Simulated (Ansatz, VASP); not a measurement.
**One calculation of SrTa2O2, two programs**

```
Sr Ta O
1.0
     5.04802    0.00000    0.00000
    -2.52401    4.37171    0.00000
     0.00000    0.00000    3.96573
Sr Ta O
1 2 2
Direct
  0.00000 0.00000 0.50000
  0.33333 0.66667 0.00000
  0.66667 0.33333 0.00000
  0.33333 0.66667 0.50000
  0.66667 0.33333 0.50000
```

Alike in both runs: functional PBE; k mesh 6 × 6 × 4; occupations gaussian, width 0.1 eV; no spin polarisation.

Ansatz relaxed the structure, and its values are those at the end. VASP's run is a single point on that final structure, the one shown.

```csv
,VASP,Ansatz
version,VASP 6.6.1,Ansatz 0.2.0
potentials or method,"VASP PAW PBE potentials, release 64 (Sr_sv, Ta_pv, O), cutoff 520 eV","scalar-relativistic, plane waves, PAW"
valence electrons in the cell,44,48
```

Ansatz gave:

| Quantity | Value |
| --- | --- |
| gap on the k mesh at the Fermi level (eV) | none |
| pressure (GPa) | 0.1 |

Which values does VASP return?

gap on the k mesh at the Fermi level (eV): none; pressure (GPa): 0.4.

A gap of «none» marks a metal or a gap that the smearing closes. With one functional, cell and mesh, what is left measures potentials, basis and numerics. VASP's potentials hold 44 valence electrons a cell and Ansatz's 48, so a difference there can come from the potentials and not from the codes.

The k mesh is coarse, so the values compare programs but aren't converged. Neither program's run includes spin-orbit coupling.
